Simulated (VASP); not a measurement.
Input of a VASP 6.6.1 run:

File POSCAR:

```
Ge2TeS
1.0
    1.9983113438      1.1537255923      6.4664781061
   -1.9983113438      1.1537255923      6.4664781061
    0.0000000000     -2.3074511845      6.4664781061
S Te Ge
1 1 2
Direct
    1.0000000000      0.0000000000      0.0000000000
    0.5000000000      0.5000000000      0.5000000000
    0.2586631631      0.2586631631      0.2586631631
    0.7413368369      0.7413368369      0.7413368369
```

The input INCAR.step1:

```
SYSTEM = Ge2TeS
  PREC = Accurate
  ENCUT = 520
  ISMEAR = 0
  SIGMA = 0.01
  LREAL = .False.
  LASPH = .True.
  NELM = 80
  NBANDS = 28
  GGA = PE
  ALGO = Normal
  EDIFF = 1E-4
  LWAVE = .True.
  LCHARG = .False.
```

INCAR.step2

```
SYSTEM = Ge2TeS
  PREC = Accurate
  ENCUT = 520
  EDIFF = 1E-6
  ISMEAR = 0
  SIGMA = 0.01
  LREAL = .False.
  LASPH = .True.
  NELM = 80
  ALGO = Normal
  ISIF = 2
  LWAVE = .False.
  LCHARG = .True.
  METAGGA = R2SCAN
  LMIXTAU = .True.
  LELF = .True.
  LVHAR = .True.
  NBANDS = 28
  ISTART = 1
```

The input KPOINTS:

```
Automatic mesh
0
Gamma
  6 6 6
  0 0 0
```

Potentials or basis: VASP PAW PBE potentials, release 64 (S, Te, Ge_d).

Command:

```console
$ cat potpaw_PBE.64/S/POTCAR potpaw_PBE.64/Te/POTCAR potpaw_PBE.64/Ge_d/POTCAR > POTCAR
$ cp INCAR.step1 INCAR
$ mpirun -np 1 vasp_std > vasp.out
$ cp INCAR.step2 INCAR
$ mpirun -np 1 vasp_std > vasp.out
```

What does it give for the pressure?

1.9 GPa.

Predict the band gap on the k mesh.

0.14 eV (least direct gap 0.16 eV).

Stress tensor (GPa, compression positive):
```
1.93 0.00 0.00
0.00 1.93 0.00
0.00 0.00 1.85
```

Caveat: the PAW data sets were made with another functional, which shifts forces and pressure a little; spin-orbit coupling is left out, which moves the levels of the heavy elements. A k mesh can miss the band edges.
